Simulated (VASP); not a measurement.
# Au (P6_3/mmc) in VASP: notebook

Au is run at these levels: r2SCAN; tasks: single point.

Everything below comes from runs of VASP 6.6.1. Logs are shortened: lines on timing, memory, paths and dates and some standing lists are left out, and cuts for length are marked.

## Step 1: The cell of the first run

It takes space group P6_3/mmc (No. 194, hexagonal). The conventional cell has a = 3.061 Å, b = 3.061 Å, c = 4.379 Å, α = 90.00°, β = 90.00°, γ = 120.00°. Within 3.7 Å of Au (site symmetry -6m2) lie 12 Au at 2.81 to 3.06 Å.

This isn't the form of Au at room conditions, which is fcc.

## Step 2: Single point, r2SCAN

POSCAR reads:

```
Au
1.0
    3.0614331787      0.0000000000      0.0000000000
   -1.5307165893      2.6512789047      0.0000000000
    0.0000000000      0.0000000000      4.3789075123
Au
2
Direct
    0.3333333333      0.6666666667      0.7500000000
    0.6666666667      0.3333333333      0.2500000000
```

INCAR.step1 reads:

```
SYSTEM = Au
PREC = Accurate ; ENCUT = 520
ISMEAR = 0 ; SIGMA = 0.15
LREAL = .False. ; LASPH = .True.
NELM = 60 ; NBANDS = 18
GGA = PE ; ALGO = Normal
EDIFF = 1E-4 ; LWAVE = .True.
LCHARG = .False.
```

INCAR.step2 reads:

```
SYSTEM = Au
PREC = Accurate ; ENCUT = 520
EDIFF = 1E-6 ; ISMEAR = 0
SIGMA = 0.15 ; LREAL = .False.
LASPH = .True. ; NELM = 60
ALGO = Normal ; ISIF = 2
LWAVE = .False. ; LCHARG = .True.
METAGGA = R2SCAN ; LMIXTAU = .True.
LELF = .True. ; LVHAR = .True.
NBANDS = 18 ; ISTART = 1
```

KPOINTS reads:

```
regular mesh
0
Gamma
  24 24 12
  0 0 0
```

Potentials or basis: VASP PAW PBE potentials, release 64 (Au).

Run with:

```sh
cat potpaw_PBE.64/Au/POTCAR > POTCAR
cp INCAR.step1 INCAR
mpirun -np 1 vasp_std > vasp.out
cp INCAR.step2 INCAR
mpirun -np 1 vasp_std > vasp.out
```

OUTCAR:

```text
SYSTEM = Au
   PREC = Accurate
   ENCUT = 520
   EDIFF = 1E-6
   ISMEAR = 0
   LREAL = .False.
   LASPH = .True.
   NELM = 60
   ISIF = 2
   METAGGA = R2SCAN
   ISTART = 1

 ion  position               nearest neighbor table
   1  0.333  0.667  0.750-   2 2.81   2 2.81   2 2.81   2 2.81   2 2.81   2 2.81
   2  0.667  0.333  0.250-   1 2.81   1 2.81   1 2.81   1 2.81   1 2.81   1 2.81

  LATTYP: Found a hexagonal cell.
 ALAT       =     3.0614331787
 C/A-ratio  =     1.4303456116

  Lattice vectors:

 A1 = (   3.0614331787,   0.0000000000,   0.0000000000)
 A2 = (  -1.5307165893,   2.6512789047,   0.0000000000)
 A3 = (   0.0000000000,   0.0000000000,   4.3789075123)

Analysis of symmetry for initial positions (statically):
=====================================================================
 Subroutine PRICEL returns:
 Original cell was already a primitive cell.

 Routine SETGRP: Setting up the symmetry group for a
 hexagonal supercell.

 Subroutine GETGRP returns: Found 24 space group operations
 (whereof 12 operations were pure point group operations)
 out of a pool of 24 trial point group operations.

The static configuration has the point symmetry D_3d.
 The point group associated with its full space group is D_6h.

Analysis of symmetry for dynamics (positions and initial velocities):
=====================================================================
 Subroutine PRICEL returns:
 Original cell was already a primitive cell.

 Routine SETGRP: Setting up the symmetry group for a
 hexagonal supercell.

 Subroutine GETGRP returns: Found 24 space group operations
 (whereof 12 operations were pure point group operations)
 out of a pool of 24 trial point group operations.

The dynamic configuration has the point symmetry D_3d.
 The point group associated with its full space group is D_6h.

 Subroutine INISYM returns: Found 24 space group operations
 (whereof 12 operations are pure point group operations),
 and found     1 'primitive' translations

----------------------------------------------------------------------------------------

                                     Primitive cell

  volume of cell :      35.5423

  direct lattice vectors                    reciprocal lattice vectors
     3.061433179  0.000000000  0.000000000     0.326644399  0.188588232  0.000000000
    -1.530716589  2.651278905  0.000000000     0.000000000  0.377176463  0.000000000
     0.000000000  0.000000000  4.378907512     0.000000000  0.000000000  0.228367463

  length of vectors
     3.061433179  3.061433179  4.378907512     0.377176463  0.377176463  0.228367463

  position of ions in fractional coordinates (direct lattice)
     0.333333333  0.666666667  0.750000000
     0.666666667  0.333333333  0.250000000

  ion indices of the primitive-cell ions
   primitive index   ion index
                 1           1
                 2           2

----------------------------------------------------------------------------------------

 KPOINTS: regular mesh

Automatic generation of k-mesh.
 Grid dimensions read from file:
 generate k-points for:   24   24   12

 Generating k-lattice:

  Cartesian coordinates                     Fractional coordinates (reciprocal lattice)
     0.013610183  0.007857843  0.000000000     0.041666667 -0.000000000  0.000000000
     0.000000000  0.015715686  0.000000000     0.000000000  0.041666667  0.000000000
     0.000000000  0.000000000  0.019030622     0.000000000  0.000000000  0.083333333

  Length of vectors
     0.015715686  0.015715686  0.019030622

  Shift w.r.t. Gamma in fractional coordinates (k-lattice)
     0.000000000  0.000000000  0.000000000

 Subroutine IBZKPT returns following result:
 ===========================================

 Found    427 irreducible k-points:

 Following reciprocal coordinates:
            Coordinates               Weight
  0.000000  0.000000  0.000000      1.000000
  0.041667  0.000000  0.000000      6.000000
  0.083333  0.000000  0.000000      6.000000
  0.125000 -0.000000  0.000000      6.000000
  0.166667 -0.000000  0.000000      6.000000
  0.208333  0.000000  0.000000      6.000000
[... 16 lines left out ...]
  0.416667  0.041667  0.000000     12.000000
  0.458333  0.041667  0.000000     12.000000
 [... further k-points ...]
   k-points           NKPTS =    427   k-points in BZ     NKDIM =    427   number of bands    NBANDS=     18
   number of dos      NEDOS =    301   number of ions     NIONS =      2
   total plane-waves  NPLWV =  20736
   dimension x,y,z NGX =    24 NGY =   24 NGZ =   36
   dimension x,y,z NGXF=    48 NGYF=   48 NGZF=   72
   ions per type =               2
   NGX,Y,Z   is equivalent  to a cutoff of  13.03, 13.03, 13.67 a.u.
   NGXF,Y,Z  is equivalent  to a cutoff of  26.07, 26.07, 27.33 a.u.
 SYSTEM =  Au
   PREC   = accura    normal or accurate (medium, high low for compatibility)
   ISTART =      1    job   : 0-new  1-cont  2-samecut
   ICHARG =      0    charge: 1-file 2-atom 10-const
   ISPIN  =      1    spin polarized calculation?
   LNONCOLLINEAR =      F non collinear calculations
   LSORBIT =      F    spin-orbit coupling
   LASPH  =      T    aspherical Exc in radial PAW
   ENCUT  =  520.0 eV  38.22 Ry    6.18 a.u.   5.69  5.69  8.14*2*pi/ulx,y,z
   NELM   =     60;   NELMIN=  2; NELMDL=  0     # of ELM steps
   EDIFF  = 0.1E-05   stopping-criterion for ELM
   LREAL  =      F    real-space projection
   EDIFFG = 0.1E-04   stopping-criterion for IOM
   NSW    =      0    number of steps for IOM
   IBRION =     -1    ionic relax: 0-MD 1-quasi-New 2-CG
   NFREE  =      0    steps in history (QN), initial steepest desc. (CG)
   ISIF   =      2    stress and relaxation
   ISYM   =      2    0-nonsym 1-usesym 2-fastsym
   POTIM  = 0.5000    time-step for ionic-motion
   TEBEG  =    0.0;   TEEND  =   0.0 temperature during run
   PSTRESS=    0.0 pullay stress
   NELECT =      22.0000    total number of electrons
   NUPDOWN=      -1.0000    fix difference up-down
   EMIN   =  10.00;   EMAX   =-10.00  energy-range for DOS
   EFERMI =   0.00;   METHOD = LEGACY
   ISMEAR =     0;   SIGMA  =   0.15  broadening in eV -4-tet -1-fermi 0-gaus
   EFERMI_NEDOS =   21; number of points for ismear=-14 and -15
   IALGO  =     38    algorithm
   IMIX   =      4    mixing-type and parameters
     AMIX     =   0.40;   BMIX     =  1.00
     AMIX_MAG =   1.60;   BMIX_MAG =  1.00
  volume/ion in A,a.u.               =      17.77       119.93
  Fermi-wavevector in a.u.,A,eV,Ry     =   1.395191  2.636529 26.484537  1.946559
  Thomas-Fermi vector in A             =   2.518667
   LORBIT       =      0    0 simple, 1 ext, 2 COOP (PROOUT), +10 PAW based schemes
   METAGGA = R2SCAN    functional components
   LHFCALC =     F    Hartree Fock is set to
   AEXX    =    0.0000 exact exchange contribution
   IVDW    =     0    specifies the selected vdW correction
   LEPSILON=     F    determine dielectric tensor
   LRPA    =     F    only Hartree local field effects (RPA)
 non-spin polarized calculation
 Gauss-broadening in eV      SIGMA  =   0.15
  energy-cutoff  :      520.00
  volume of cell :       35.54
 maximum number of plane-waves:       978
 NGX is ok and might be reduce to    24

 number of electron      21.9999996 magnetization

 Free energy of the ion-electron system (eV)
  ---------------------------------------------------
  ext. energy  EPLUGINS =         0.00000000
  ---------------------------------------------------
  free energy    TOTEN  =      -101.05817432 eV

  energy without entropy =     -101.05224221  energy(sigma->0) =     -101.05520826

 E-fermi :   8.5997     XC(G=0): -13.3031

 val. band max:        8.5929600456   @ k =   0.0833   0.0417   0.1667
 cond. band min:       8.6102679503   @ k =   0.0000   0.0000   0.0833
 fundamental gap:      0.0173079047
 Fermi energy:         8.5997392808

 k-point     1 :       0.0000    0.0000    0.0000
  band No.  band energies     occupation
      1      -0.9982      2.00000
      2       1.6480      2.00000
      3       4.0089      2.00000
      4       4.0089      2.00000
      5       4.1965      2.00000
      6       4.1965      2.00000
[... 10 lines left out ...]
     17      26.2669      0.00000
     18      27.4373      0.00000

 k-point     2 :       0.0417    0.0000    0.0000
  band No.  band energies     occupation
      1      -0.9503      2.00000
      2       1.6779      2.00000
      3       3.9588      2.00000
      4       4.0382      2.00000
      5       4.1748      2.00000
      6       4.1752      2.00000
[... 10 lines left out ...]
     17      26.4633      0.00000
     18      27.4466      0.00000

 k-point     3 :       0.0833    0.0000    0.0000
  band No.  band energies     occupation
      1      -0.8083      2.00000
      2       1.7637      2.00000
      3       3.8380      2.00000
      4       4.1068      2.00000
      5       4.1147      2.00000
      6       4.1249      2.00000
[... 10 lines left out ...]
     17      26.7864      0.00000
     18      27.4591      0.00000

 k-point     4 :       0.1250   -0.0000    0.0000
  band No.  band energies     occupation
      1      -0.5767      2.00000
      2       1.8927      2.00000
      3       3.6920      2.00000
      4       3.9847      2.00000
      5       4.0237      2.00000
      6       4.2656      2.00000
[... 10 lines left out ...]
     17      27.1773      0.00000
     18      27.4042      0.00000

 k-point     5 :       0.1667   -0.0000    0.0000
  band No.  band energies     occupation
      1      -0.2650      2.00000
      2       2.0406      2.00000
      3       3.5570      2.00000
      4       3.8033      2.00000
      5       3.9129      2.00000
      6       4.4134      2.00000
[... 10 lines left out ...]
     17      26.6148      0.00000
     18      27.3089      0.00000

 k-point     6 :       0.2083    0.0000    0.0000
  band No.  band energies     occupation
      1       0.1117      2.00000
      2       2.1683      2.00000
      3       3.4702      2.00000
      4       3.5713      2.00000
      5       3.7929      2.00000
      6       4.4148      2.00000
[... 10 lines left out ...]
     17      25.7723      0.00000
     18      26.4434      0.00000

 k-point     7 :       0.2500   -0.0000    0.0000
  band No.  band energies     occupation
      1       0.5277      2.00000
      2       2.2318      2.00000
      3       3.3139      2.00000
      4       3.4707      2.00000
      5       3.6727      2.00000
      6       4.4627      2.00000
[... 10 lines left out ...]
     17      25.0012      0.00000
     18      25.3395      0.00000

 k-point     8 :       0.2917   -0.0000    0.0000
  band No.  band energies     occupation
      1       0.9440      2.00000
      2       2.2166      2.00000
      3       3.0598      2.00000
      4       3.5598      2.00000
      5       3.5780      2.00000
      6       4.5650      2.00000
[... 10 lines left out ...]
     17      24.2892      0.00000
     18      25.4259      0.00000
[... 229 lines left out ...]
     17      24.6231      0.00000
     18      25.4934      0.00000

 k-point    20 :       0.2917    0.0417    0.0000
  band No.  band energies     occupation
      1       1.1660      2.00000
      2       2.2117      2.00000
      3       2.9221      2.00000
      4       3.5171      2.00000
      5       3.6231      2.00000
      6       4.6297      2.00000
[... 10 lines left out ...]
     17      23.9456      0.00000
     18      25.5460      0.00000

 k-point    21 :       0.3333    0.0417    0.0000
  band No.  band energies     occupation
      1       1.4875      2.00000
      2       2.1350      2.00000
      3       2.7149      2.00000
      4       3.4289      2.00000
      5       3.8685      2.00000
      6       4.7608      2.00000
[... 10 lines left out ...]
     17      23.2896      0.00000
     18      24.9574      0.00000

 k-point    22 :       0.3750    0.0417    0.0000
  band No.  band energies     occupation
      1       1.7056      2.00000
      2       2.0575      2.00000
      3       2.5522      2.00000
      4       3.3595      2.00000
      5       4.1667      2.00000
      6       4.7178      2.00000
[... 10 lines left out ...]
     17      22.6482      0.00000
     18      24.4832      0.00000

 k-point    23 :       0.4167    0.0417    0.0000
  band No.  band energies     occupation
      1       1.8293      2.00000
      2       1.9974      2.00000
      3       2.4407      2.00000
      4       3.3118      2.00000
      5       4.4390      2.00000
      6       4.6904      2.00000
[... 10 lines left out ...]
     17      22.0740      0.00000
     18      24.1638      0.00000

 k-point    24 :       0.4583    0.0417    0.0000
  band No.  band energies     occupation
      1       1.8839      2.00000
      2       1.9641      2.00000
      3       2.3842      2.00000
      4       3.2875      2.00000
      5       4.6002      2.00000
      6       4.6771      2.00000
[... 10 lines left out ...]
     17      21.7052      0.00000
     18      24.0059      0.00000

 [... further k-points ...]

------------------------ aborting loop because EDIFF is reached ----------------------------------------

  FORCE on cell =-STRESS in cart. coord.  units (eV):
  Direction    XX          YY          ZZ          XY          YZ          ZX
  --------------------------------------------------------------------------------------
  -------------------------------------------------------------------------------------
  Total       -0.2530384     -0.2530384      1.8087937     -0.0000000      0.0000000      0.0000000
  in kB      -11.4064654    -11.4064654     81.5367961     -0.0000000      0.0000000      0.0000000
  external PRESSURE =      19.5746218 kB  Pullay stress =       0.0000000 kB

 VOLUME and BASIS-vectors are now :
 -----------------------------------------------------------------------------
  energy-cutoff  :      520.00
  volume of cell :       35.54
      direct lattice vectors                 reciprocal lattice vectors
     3.061433179  0.000000000  0.000000000     0.326644399  0.188588232  0.000000000
    -1.530716589  2.651278905  0.000000000     0.000000000  0.377176463  0.000000000
     0.000000000  0.000000000  4.378907512     0.000000000  0.000000000  0.228367463

 POSITION                                       TOTAL-FORCE (eV/Angst)
 -----------------------------------------------------------------------------------
     -0.00000      1.76752      3.28418         0.000000      0.000000      0.000000
      1.53072      0.88376      1.09473        -0.000000     -0.000000      0.000000
 -----------------------------------------------------------------------------------
    total drift:                               -0.000000      0.000000     -0.000000

  FREE ENERGIE OF THE ION-ELECTRON SYSTEM (eV)
  ---------------------------------------------------
  free  energy   TOTEN  =      -101.0581743202 eV

  energy  without entropy=     -101.0522422062  energy(sigma->0) =     -101.05520826
```

Wall time 5.2 min (1 thread of Intel Xeon 6975P-C (Granite Rapids), shared host); peak memory 0.34 GiB.

Results:

| Quantity | Value |
| --- | --- |
| Free energy | -101.0582 eV |
| Pressure | 2.0 GPa |
| Band gap on the k mesh | zero (bands 11 and 12 overlap by 6.66 eV) |

Stress tensor (GPa, compression positive):
```
-1.14  0.00  0.00
 0.00 -1.14  0.00
 0.00  0.00  8.15
```

Caveat: the stress differs along the axes, from -1 to 8 GPa; the PAW data sets were made with another functional, which shifts forces and pressure a little; spin-orbit coupling is left out, which moves the levels of the heavy elements.

## Step 3: Single point, r2SCAN

This run uses another cell than the first one, of the same volume but with other edges.

POSCAR reads:

```
Au
1.0
    2.7290029879      0.0000000000      0.0000000000
   -1.3645014940      2.3633859145      0.0000000000
    0.0000000000      0.0000000000      5.5107069851
Au
2
Direct
    0.3333333333      0.6666666667      0.7500000000
    0.6666666667      0.3333333333      0.2500000000
```

INCAR.step1 reads:

```
PREC = Accurate
ENCUT = 520
ISMEAR = 0
SIGMA = 0.15
LREAL = False
LASPH = True
NELM = 100
NBANDS = 18
GGA = PE
ALGO = Normal
EDIFF = 1E-4
LWAVE = True
LCHARG = False
```

INCAR.step2 reads:

```
PREC = Accurate
ENCUT = 520
EDIFF = 1E-6
ISMEAR = 0
SIGMA = 0.15
LREAL = False
LASPH = True
NELM = 100
ALGO = Normal
ISIF = 2
LWAVE = False
LCHARG = True
METAGGA = R2SCAN
LMIXTAU = True
LELF = True
LVHAR = True
NBANDS = 18
ISTART = 1
```

KPOINTS reads:

```
Automatic mesh
0
Gamma
  24 24 12
```

Potentials or basis: VASP PAW PBE potentials, release 64 (Au).

Run with:

```sh
cat potpaw_PBE.64/Au/POTCAR > POTCAR
cp INCAR.step1 INCAR
mpirun -np 1 vasp_std > vasp.out
cp INCAR.step2 INCAR
mpirun -np 1 vasp_std > vasp.out
```

Wall time 5.1 min (1 thread of Intel Xeon 6975P-C (Granite Rapids), shared host); peak memory 0.33 GiB.

Results (log left out):

| Property | Result |
| --- | --- |
| Free energy | -100.9732 eV |
| Pressure | 7.1 GPa |
| Band gap on the k mesh | zero (bands 11 and 12 overlap by 7.69 eV) |

Stress tensor (GPa, compression positive):
```
12.74  0.00  0.00
 0.00 12.74  0.00
 0.00  0.00 -4.12
```

Levels at points of the mesh, in eV from the Fermi level:
| k point | band 7 | band 8 | band 9 | band 10 | band 11 | band 12 | band 13 | band 14 | band 15 | band 16 |
| --- | --- | --- | --- | --- | --- | --- | --- | --- | --- | --- |
| (0.00, 0.00, 0.00) | -4.70 | -2.87 | -2.87 | -2.30 | -2.30 | -1.65 | 0.34 | 12.39 | 16.53 | 17.73 |
| (0.50, 0.00, 0.00) | -3.20 | -2.54 | -1.36 | -1.31 | 0.89 | 2.36 | 5.40 | 6.88 | 7.06 | 10.97 |
| (0.00, 0.00, 0.50) | -4.78 | -4.78 | -2.56 | -2.56 | -2.56 | -2.56 | 7.00 | 7.00 | 16.83 | 16.83 |
| (0.50, 0.00, 0.50) | -2.74 | -2.74 | -1.33 | -1.33 | 0.94 | 0.94 | 4.85 | 4.85 | 11.36 | 11.36 |

Caveat: the stress differs along the axes, from -4 to 13 GPa; the PAW data sets were made with another functional, which shifts forces and pressure a little; spin-orbit coupling is left out, which moves the levels of the heavy elements.
